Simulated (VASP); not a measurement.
# La (P6_3/mmc) in VASP: further runs

The runs below take La through single point, with PBEsol, PBE.

Everything below comes from runs of VASP 6.6.1. Logs are shortened: lines on timing, memory, paths and dates and some standing lists are left out, and cuts for length are marked.

### Step 1. The cell of the first run

Symmetry: P6_3/mmc, No. 194, hexagonal system. Conventional cell: a = 3.660 Å, b = 3.660 Å, c = 5.955 Å, α = 90.00°, β = 90.00°, γ = 120.00°. La (site symmetry -6m2) has 12 La at 3.65 to 3.66 Å within 4.8 Å.

### Step 2. Single point, PBEsol

The input, INCAR:

```
SYSTEM = La
PREC = Accurate
ENCUT = 520
EDIFF = 1E-6
ISMEAR = -1
SIGMA = 0.1
LREAL = .False.
LASPH = .True.
NELM = 100
ALGO = Normal
ISIF = 2
LWAVE = .False.
LCHARG = .True.
GGA = PS
LELF = .True.
LVHAR = .True.
NBANDS = 18
```

The input, KPOINTS:

```
Automatic mesh
0
Gamma
  10 10 6
  0 0 0
```

The input, POSCAR:

```
La
1.0
    3.6597493417      0.0000000000      0.0000000000
   -1.8298746709      3.1694359014      0.0000000000
    0.0000000000      0.0000000000      5.9550128301
La
2
Direct
    0.3333333333      0.6666666667      0.2500000000
    0.6666666667      0.3333333333      0.7500000000
```

Potentials or basis: VASP PAW PBE potentials, release 64 (La).

Command:

```console
$ cat potpaw_PBE.64/La/POTCAR > POTCAR
$ mpirun -np 1 vasp_std > vasp.out
```

OUTCAR:

```text
SYSTEM = La
   PREC = Accurate
   ENCUT = 520
   EDIFF = 1E-6
   ISMEAR = -1
   LREAL = .False.
   LASPH = .True.
   NELM = 100
   ISIF = 2
   GGA = PS

 ion  position               nearest neighbor table
   1  0.333  0.667  0.250-   2 3.65   2 3.65   2 3.65   2 3.65   2 3.65   2 3.65
   2  0.667  0.333  0.750-   1 3.65   1 3.65   1 3.65   1 3.65   1 3.65   1 3.65

  LATTYP: Found a hexagonal cell.
 ALAT       =     3.6597493417
 C/A-ratio  =     1.6271641236

  Lattice vectors:

 A1 = (   3.6597493417,   0.0000000000,   0.0000000000)
 A2 = (  -1.8298746709,   3.1694359014,   0.0000000000)
 A3 = (   0.0000000000,   0.0000000000,   5.9550128301)

Analysis of symmetry for initial positions (statically):
=====================================================================
 Subroutine PRICEL returns:
 Original cell was already a primitive cell.

 Routine SETGRP: Setting up the symmetry group for a
 hexagonal supercell.

 Subroutine GETGRP returns: Found 24 space group operations
 (whereof 12 operations were pure point group operations)
 out of a pool of 24 trial point group operations.

The static configuration has the point symmetry D_3d.
 The point group associated with its full space group is D_6h.

Analysis of symmetry for dynamics (positions and initial velocities):
=====================================================================
 Subroutine PRICEL returns:
 Original cell was already a primitive cell.

 Routine SETGRP: Setting up the symmetry group for a
 hexagonal supercell.

 Subroutine GETGRP returns: Found 24 space group operations
 (whereof 12 operations were pure point group operations)
 out of a pool of 24 trial point group operations.

The dynamic configuration has the point symmetry D_3d.
 The point group associated with its full space group is D_6h.

 Subroutine INISYM returns: Found 24 space group operations
 (whereof 12 operations are pure point group operations),
 and found     1 'primitive' translations

----------------------------------------------------------------------------------------

                                     Primitive cell

  volume of cell :      69.0742

  direct lattice vectors                    reciprocal lattice vectors
     3.659749342  0.000000000  0.000000000     0.273242757  0.157756779  0.000000000
    -1.829874671  3.169435901  0.000000000     0.000000000  0.315513559  0.000000000
     0.000000000  0.000000000  5.955012830     0.000000000  0.000000000  0.167925751

  length of vectors
     3.659749342  3.659749342  5.955012830     0.315513559  0.315513559  0.167925751

  position of ions in fractional coordinates (direct lattice)
     0.333333333  0.666666667  0.250000000
     0.666666667  0.333333333  0.750000000

  ion indices of the primitive-cell ions
   primitive index   ion index
                 1           1
                 2           2

----------------------------------------------------------------------------------------

 KPOINTS: Automatic mesh

Automatic generation of k-mesh.
 Grid dimensions read from file:
 generate k-points for:   10   10    6

 Generating k-lattice:

  Cartesian coordinates                     Fractional coordinates (reciprocal lattice)
     0.027324276  0.015775678  0.000000000     0.100000000  0.000000000  0.000000000
     0.000000000  0.031551356  0.000000000     0.000000000  0.100000000  0.000000000
     0.000000000  0.000000000  0.027987625     0.000000000  0.000000000  0.166666667

  Length of vectors
     0.031551356  0.031551356  0.027987625

  Shift w.r.t. Gamma in fractional coordinates (k-lattice)
     0.000000000  0.000000000  0.000000000

 Subroutine IBZKPT returns following result:
 ===========================================

 Found     56 irreducible k-points:

 Following reciprocal coordinates:
            Coordinates               Weight
  0.000000  0.000000  0.000000      1.000000
  0.100000  0.000000  0.000000      6.000000
  0.200000  0.000000  0.000000      6.000000
  0.300000  0.000000  0.000000      6.000000
  0.400000  0.000000  0.000000      6.000000
  0.500000  0.000000  0.000000      3.000000
[... 16 lines left out ...]
  0.300000  0.100000  0.166667     24.000000
  0.400000  0.100000  0.166667     24.000000
 [... further k-points ...]
   k-points           NKPTS =     56   k-points in BZ     NKDIM =     56   number of bands    NBANDS=     18
   number of dos      NEDOS =    301   number of ions     NIONS =      2
   total plane-waves  NPLWV =  37632
   dimension x,y,z NGX =    28 NGY =   28 NGZ =   48
   dimension x,y,z NGXF=    56 NGYF=   56 NGZF=   96
   ions per type =               2
   NGX,Y,Z   is equivalent  to a cutoff of  12.72, 12.72, 13.40 a.u.
   NGXF,Y,Z  is equivalent  to a cutoff of  25.44, 25.44, 26.80 a.u.
 SYSTEM =  La
   PREC   = accura    normal or accurate (medium, high low for compatibility)
   ISTART =      0    job   : 0-new  1-cont  2-samecut
   ICHARG =      2    charge: 1-file 2-atom 10-const
   ISPIN  =      1    spin polarized calculation?
   LNONCOLLINEAR =      F non collinear calculations
   LSORBIT =      F    spin-orbit coupling
   LASPH  =      T    aspherical Exc in radial PAW
   ENCUT  =  520.0 eV  38.22 Ry    6.18 a.u.   6.80  6.80 11.07*2*pi/ulx,y,z
   NELM   =    100;   NELMIN=  2; NELMDL= -5     # of ELM steps
   EDIFF  = 0.1E-05   stopping-criterion for ELM
   LREAL  =      F    real-space projection
   EDIFFG = 0.1E-04   stopping-criterion for IOM
   NSW    =      0    number of steps for IOM
   IBRION =     -1    ionic relax: 0-MD 1-quasi-New 2-CG
   NFREE  =      0    steps in history (QN), initial steepest desc. (CG)
   ISIF   =      2    stress and relaxation
   ISYM   =      2    0-nonsym 1-usesym 2-fastsym
   POTIM  = 0.5000    time-step for ionic-motion
   TEBEG  =    0.0;   TEEND  =   0.0 temperature during run
   PSTRESS=    0.0 pullay stress
   NELECT =      22.0000    total number of electrons
   NUPDOWN=      -1.0000    fix difference up-down
   EMIN   =  10.00;   EMAX   =-10.00  energy-range for DOS
   EFERMI =   0.00;   METHOD = LEGACY
   ISMEAR =    -1;   SIGMA  =   0.10  broadening in eV -4-tet -1-fermi 0-gaus
   EFERMI_NEDOS =   21; number of points for ismear=-14 and -15
   IALGO  =     38    algorithm
   IMIX   =      4    mixing-type and parameters
     AMIX     =   0.40;   BMIX     =  1.00
     AMIX_MAG =   1.60;   BMIX_MAG =  1.00
  volume/ion in A,a.u.               =      34.54       233.07
  Fermi-wavevector in a.u.,A,eV,Ry     =   1.118005  2.112723 17.006398  1.249935
  Thomas-Fermi vector in A             =   2.254632
   LORBIT       =      0    0 simple, 1 ext, 2 COOP (PROOUT), +10 PAW based schemes
   GGA     = PS    functional components
   LHFCALC =     F    Hartree Fock is set to
   AEXX    =    0.0000 exact exchange contribution
   IVDW    =     0    specifies the selected vdW correction
   LEPSILON=     F    determine dielectric tensor
   LRPA    =     F    only Hartree local field effects (RPA)
 non-spin polarized calculation
  energy-cutoff  :      520.00
  volume of cell :       69.07
 maximum number of plane-waves:      1876
 NGX is ok and might be reduce to    28
   NGX = 13   NGY = 13   NGZ = 23

 number of electron      22.0000001 magnetization

 Free energy of the ion-electron system (eV)
  ---------------------------------------------------
  ext. energy  EPLUGINS =         0.00000000
  ---------------------------------------------------
  free energy    TOTEN  =       -10.68346031 eV

  energy without entropy =      -10.57037564  energy(sigma->0) =      -10.62691797

 E-fermi :   8.4308     XC(G=0):  -9.9842

 val. band max:        8.4248780857   @ k =   0.3000   0.3000   0.1667
 cond. band min:       8.4392205764   @ k =   0.2000   0.1000   0.0000
 fundamental gap:      0.0143424907
 Fermi energy:         8.4307796853

 k-point     1 :       0.0000    0.0000    0.0000
  band No.  band energies     occupation
      1     -24.3069      2.00000
      2     -24.0414      2.00000
      3      -8.8003      2.00000
      4      -7.3068      2.00000
      5      -7.3068      2.00000
      6      -7.0839      2.00000
[... 10 lines left out ...]
     17      10.3037      0.00000
     18      10.4121      0.00000

 k-point     2 :       0.1000    0.0000    0.0000
  band No.  band energies     occupation
      1     -24.2854      2.00000
      2     -24.0308      2.00000
      3      -8.7492      2.00000
      4      -7.4468      2.00000
      5      -7.3497      2.00000
      6      -7.2266      2.00000
[... 10 lines left out ...]
     17      10.2690      0.00000
     18      10.2889      0.00000

 k-point     3 :       0.2000    0.0000    0.0000
  band No.  band energies     occupation
      1     -24.2274      2.00000
      2     -24.0044      2.00000
      3      -8.6043      2.00000
      4      -7.8017      2.00000
      5      -7.5745      2.00000
      6      -7.4547      2.00000
[... 10 lines left out ...]
     17      10.3147      0.00000
     18      10.3963      0.00000

 k-point     4 :       0.3000    0.0000    0.0000
  band No.  band energies     occupation
      1     -24.1499      2.00000
      2     -23.9759      2.00000
      3      -8.3925      2.00000
      4      -8.2175      2.00000
      5      -7.9653      2.00000
      6      -7.5745      2.00000
[... 10 lines left out ...]
     17      10.4501      0.00000
     18      10.4789      0.00000

 k-point     5 :       0.4000    0.0000    0.0000
  band No.  band energies     occupation
      1     -24.0784      2.00000
      2     -23.9602      2.00000
      3      -8.5364      2.00000
      4      -8.2581      2.00000
      5      -8.1665      2.00000
      6      -7.6658      2.00000
[... 10 lines left out ...]
     17      10.4406      0.00000
     18      10.5357      0.00000

 k-point     6 :       0.5000    0.0000    0.0000
  band No.  band energies     occupation
      1     -24.0460      2.00000
      2     -23.9589      2.00000
      3      -8.6544      2.00000
      4      -8.3656      2.00000
      5      -8.0468      2.00000
      6      -7.6996      2.00000
[... 10 lines left out ...]
     17      10.5083      0.00000
     18      10.5470      0.00000

 k-point     7 :       0.1000    0.1000    0.0000
  band No.  band energies     occupation
      1     -24.2457      2.00000
      2     -24.0124      2.00000
      3      -8.6510      2.00000
      4      -7.6579      2.00000
      5      -7.5528      2.00000
      6      -7.3533      2.00000
[... 10 lines left out ...]
     17      10.3924      0.00000
     18      10.4311      0.00000

 k-point     8 :       0.2000    0.1000    0.0000
  band No.  band energies     occupation
      1     -24.1777      2.00000
      2     -23.9850      2.00000
      3      -8.4716      2.00000
      4      -8.0132      2.00000
      5      -7.8717      2.00000
      6      -7.5149      2.00000
[... 10 lines left out ...]
     17      10.3875      0.00000
     18      10.5203      0.00000
[... 229 lines left out ...]
     17      10.4422      0.00000
     18      10.5200      0.00000

 k-point    20 :       0.5000    0.0000    0.1667
  band No.  band energies     occupation
      1     -24.0401      2.00000
      2     -23.9647      2.00000
      3      -8.7049      2.00000
      4      -8.4457      2.00000
      5      -7.9311      2.00000
      6      -7.6742      2.00000
[... 10 lines left out ...]
     17      10.5272      0.00000
     18      10.5529      0.00000

 k-point    21 :       0.1000    0.1000    0.1667
  band No.  band energies     occupation
      1     -24.2306      2.00000
      2     -24.0285      2.00000
      3      -8.5751      2.00000
      4      -7.6270      2.00000
      5      -7.5893      2.00000
      6      -7.3840      2.00000
[... 10 lines left out ...]
     17      10.3985      0.00000
     18      10.4743      0.00000

 k-point    22 :       0.2000    0.1000    0.1667
  band No.  band energies     occupation
      1     -24.1651      2.00000
      2     -23.9982      2.00000
      3      -8.4551      2.00000
      4      -7.9770      2.00000
      5      -7.8796      2.00000
      6      -7.5257      2.00000
[... 10 lines left out ...]
     17      10.4070      0.00000
     18      10.4390      0.00000

 k-point    23 :       0.3000    0.1000    0.1667
  band No.  band energies     occupation
      1     -24.0929      2.00000
      2     -23.9730      2.00000
      3      -8.4805      2.00000
      4      -8.2510      2.00000
      5      -8.0244      2.00000
      6      -7.6641      2.00000
[... 10 lines left out ...]
     17      10.4001      0.00000
     18      10.5488      0.00000

 k-point    24 :       0.4000    0.1000    0.1667
  band No.  band energies     occupation
      1     -24.0406      2.00000
      2     -23.9643      2.00000
      3      -8.6407      2.00000
      4      -8.3935      2.00000
      5      -7.9515      2.00000
      6      -7.7254      2.00000
[... 10 lines left out ...]
     17      10.4749      0.00000
     18      10.5165      0.00000

 [... further k-points ...]

------------------------ aborting loop because EDIFF is reached ----------------------------------------

  FORCE on cell =-STRESS in cart. coord.  units (eV):
  Direction    XX          YY          ZZ          XY          YZ          ZX
  --------------------------------------------------------------------------------------
  -------------------------------------------------------------------------------------
  Total        0.0166171      0.0166171      0.0554754     -0.0000000     -0.0000000     -0.0000000
  in kB        0.3854337      0.3854337      1.2867523     -0.0000000     -0.0000000     -0.0000000
  external PRESSURE =       0.6858732 kB  Pullay stress =       0.0000000 kB

 VOLUME and BASIS-vectors are now :
 -----------------------------------------------------------------------------
  energy-cutoff  :      520.00
  volume of cell :       69.07
      direct lattice vectors                 reciprocal lattice vectors
     3.659749342  0.000000000  0.000000000     0.273242757  0.157756779  0.000000000
    -1.829874671  3.169435901  0.000000000     0.000000000  0.315513559  0.000000000
     0.000000000  0.000000000  5.955012830     0.000000000  0.000000000  0.167925751

 POSITION                                       TOTAL-FORCE (eV/Angst)
 -----------------------------------------------------------------------------------
     -0.00000      2.11296      1.48875        -0.000000      0.000000      0.000000
      1.82987      1.05648      4.46626         0.000000     -0.000000      0.000000
 -----------------------------------------------------------------------------------
    total drift:                               -0.000000      0.000000     -0.000000

  FREE ENERGIE OF THE ION-ELECTRON SYSTEM (eV)
  ---------------------------------------------------
  free  energy   TOTEN  =       -10.6834603078 eV

  energy  without entropy=      -10.5703756383  energy(sigma->0) =      -10.62691797
```

Run time: 86 s. Hardware: 1 thread of Intel Xeon 6975P-C, shared host; peak memory 0.23 GiB.

What came out:

* Free energy: -10.6835 eV
* Pressure: 0.1 GPa
* Band gap on the k mesh: zero (band 11 reaches 9.54 eV, above the bottom of band 12 at 7.93 eV)

Caveat: the PAW data sets were made with another functional, which shifts forces and pressure a little; spin-orbit coupling is left out, which moves the levels of the heavy elements.

### Step 3. Single point, PBE

This run uses another cell than the first one, of 37.71 Å³/atom, 1.092 times its volume.

The input, INCAR:

```
PREC = Accurate
ENCUT = 520
EDIFF = 1E-6
ISMEAR = -1
SIGMA = 0.1
LREAL = F
LASPH = T
NELM = 100
ALGO = Normal
ISIF = 2
LWAVE = F
LCHARG = F
GGA = PE
NBANDS = 18
```

The input, KPOINTS:

```
Automatic mesh
0
Gamma
  10 10 6
```

The input, POSCAR:

```
La
1.0
    3.7782811237      0.0000000000      0.0000000000
   -1.8891405619      3.2720874358      0.0000000000
    0.0000000000      0.0000000000      6.1009486466
La
2
Direct
    0.3333333333      0.6666666667      0.2500000000
    0.6666666667      0.3333333333      0.7500000000
```

Potentials or basis: VASP PAW PBE potentials, release 64 (La).

Command:

```console
$ cat potpaw_PBE.64/La/POTCAR > POTCAR
$ mpirun -np 1 vasp_std > vasp.out
```

Wall time 1.8 min (1 thread of Intel Xeon 6975P-C, shared host); peak memory 0.24 GiB.

It converged, with:

| Property | Result |
| --- | --- |
| Free energy | -9.7784 eV |
| Pressure | 0.1 GPa |
| Band gap on the k mesh | zero (band 11 reaches 8.82 eV, above the bottom of band 12 at 7.35 eV) |

Levels at points of the mesh, in eV from the Fermi level:
| k point | band 7 | band 8 | band 9 | band 10 | band 11 | band 12 | band 13 | band 14 | band 15 | band 16 |
| --- | --- | --- | --- | --- | --- | --- | --- | --- | --- | --- |
| (0.00, 0.00, 0.00) | -15.91 | -15.88 | -3.18 | -1.73 | 1.11 | 1.32 | 1.32 | 1.54 | 1.62 | 1.65 |
| (0.50, 0.00, 0.00) | -16.21 | -16.07 | -1.56 | -1.14 | -1.11 | 1.15 | 1.22 | 1.29 | 1.49 | 1.83 |
| (0.00, 0.00, 0.50) | -16.00 | -16.00 | -1.87 | -1.87 | 0.59 | 0.59 | 1.37 | 1.37 | 1.37 | 1.37 |
| (0.50, 0.00, 0.50) | -16.23 | -16.23 | -1.63 | -1.63 | -0.36 | -0.36 | 1.56 | 1.56 | 1.75 | 1.75 |

Caveat: spin-orbit coupling is left out, which moves the levels of the heavy elements.
